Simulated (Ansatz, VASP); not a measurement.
# SnSe in VASP and in Ansatz

The input INCAR:

```
  PREC = Accurate
  ENCUT = 520
  EDIFF = 1E-6
  ISMEAR = 0
  SIGMA = 0.05
  LREAL = False
  LASPH = True
  NELM = 60
  ALGO = Normal
  ISIF = 2
  LWAVE = False
  LCHARG = True
  LELF = True
  LVHAR = True
  NBANDS = 17
```

Contents of KPOINTS:

```
regular mesh
0
Gamma
  8 8 8
```

The input POSCAR:

```
SnSe
1.0
    0.0000000000      2.9466477701      2.9466477701
    2.9466477701      0.0000000000      2.9466477701
    2.9466477701      2.9466477701      0.0000000000
Sn Se
1 1
Direct
   -0.0029996238      0.0000000000      0.0000000000
    0.5000000000      0.5000000000      0.5000000000
```

Input for Ansatz:

```yaml
crystal:
  lattice:
    - [0.0, 2.9466477701, 2.9466477701]
    - [2.9466477701, 0.0, 2.9466477701]
    - [2.9466477701, 2.9466477701, 0.0]
  atoms:
    - { symbol: Sn, position: [-0.0029996238, 0.0, 0.0] }
    - { symbol: Se, position: [0.5, 0.5, 0.5] }
basis:
  ecutwfc: 420
kpoints:
  mp_grid: { grid: [8, 8, 8] }
hamiltonian:
  xc: lda
scf:
  occupations: { method: gaussian, width: 0.05 }
output:
  forces: true
  stress: true
  eigenvalues: true
```

Change from the starting cell: all Sn atoms moved +0.013 Å, as atom 1 towards its neighbour atom 1 (Sn) at 4.167 Å.

Alike in both runs: task single point; functional LDA; k mesh 8 × 8 × 8; occupations gaussian, width 0.05 eV; no spin polarisation.

|  | VASP | Ansatz |
| --- | --- | --- |
| version | VASP 6.6.1 | Ansatz 0.2.0 |
| potentials or method | VASP PAW LDA potentials, release 64 (Sn_d, Se), cutoff 520 eV | scalar-relativistic, plane waves, PAW |
| valence electrons in the cell | 20 | 30 |

VASP gave:

| Property | Result |
| --- | --- |
| gap on the k mesh at the Fermi level (eV) | 0.77 |
| least direct gap on the mesh (eV) | 0.91 |
| pressure (GPa) | 0.1 |
| rms of the force components (eV/Å) | 0.003 |

Task: Estimate Ansatz's values.

Result: gap on the k mesh at the Fermi level (eV): 0.78; least direct gap on the mesh (eV): 0.89; pressure (GPa): 0.0; rms of the force components (eV/Å): 0.003.

LDA's correlation is that of Perdew and Zunger in VASP and of Perdew and Wang (1992) in Ansatz. Atom by atom the forces differ by 0.000 eV/Å (rms over components). VASP's potentials hold 20 valence electrons a cell and Ansatz's 30, so a difference there can come from the potentials and not from the codes.
